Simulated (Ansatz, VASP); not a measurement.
Two plane-wave programs on TaN

Contents of INCAR:

```
  PREC = Accurate
  ENCUT = 520
  EDIFF = 1E-8
  ISMEAR = -1
  SIGMA = 0.03
  LREAL = False
  LASPH = True
  NELM = 60
  ALGO = Normal
  ISIF = 2
  LWAVE = False
  LCHARG = False
  LEFG = True
  NBANDS = 33
```

KPOINTS

```
regular mesh
0
Gamma
  5 5 8
```

Contents of POSCAR:

```
TaN
1.0
    5.1331492632      0.0000000000      0.0000000000
   -2.5665746316      4.4454376634      0.0000000000
    0.0000000000      0.0000000000      2.9080000000
Ta N
3 3
Direct
    0.0000000000      0.0000000000      0.0000000000
    0.3333333333      0.6666666667      0.5000000000
    0.6666666667      0.3333333333      0.5000000000
    0.5000000000      0.0000000000      0.0000000000
    0.5000000000      0.5000000000      0.0000000000
    0.0000000000      0.5000000000      0.0000000000
```

Input for Ansatz:

```yaml
crystal:
  lattice:
    - [5.1331492632, 0.0, 0.0]
    - [-2.5665746316, 4.4454376634, 0.0]
    - [0.0, 0.0, 2.908]
  atoms:
    - { symbol: Ta, position: [0.0, 0.0, 0.0] }
    - { symbol: Ta, position: [0.3333333333, 0.6666666667, 0.5] }
    - { symbol: Ta, position: [0.6666666667, 0.3333333333, 0.5] }
    - { symbol: "N", position: [0.5, 0.0, 0.0] }
    - { symbol: "N", position: [0.5, 0.5, 0.0] }
    - { symbol: "N", position: [0.0, 0.5, 0.0] }
kpoints:
  mp_grid: { grid: [5, 5, 8] }
scf:
  occupations: { method: fermi_dirac, width: 0.03 }
hamiltonian:
  xc: lda
  pseudopotentials: { kind: paw }
output:
  forces: true
  stress: true
  eigenvalues: true
  efg: { contact_densities: true }
```

Change from the starting cell: equal xx and yy strain of -1 %, PAW files.

Alike in both runs: task electric field gradients; functional LDA; k mesh 5 × 5 × 8; occupations fermi-dirac, width 0.03 eV; no spin polarisation.

|  | VASP | Ansatz |
| --- | --- | --- |
| version | VASP 6.6.1 | Ansatz 0.2.0 |
| potentials or method | VASP PAW LDA potentials, release 64 (Ta_pv, N) | PAW with Ansatz's default frozen-core files, scalar-relativistic |
| plane-wave cutoff (eV) | 520 | 420 |
| valence electrons in the cell | 48 | 54 |

|  | VASP | Ansatz | Ansatz less VASP |
| --- | --- | --- | --- |
| pressure (GPa) | 3.0 | 1.1 | -1.87 |
| traceless stress, the component that is largest in VASP (GPa) | -2.44 | -2.89 | -0.455 |
| size of Vzz on the site where it differs most (V/Å²) | 339.2 | 452.6 | +113.40 |

LDA's correlation is that of Perdew and Zunger in VASP and of Perdew and Wang (1992) in Ansatz. VASP's potentials hold 48 valence electrons a cell and Ansatz's 54, so a difference there can come from the potentials and not from the codes.

Neither program's run includes spin-orbit coupling.
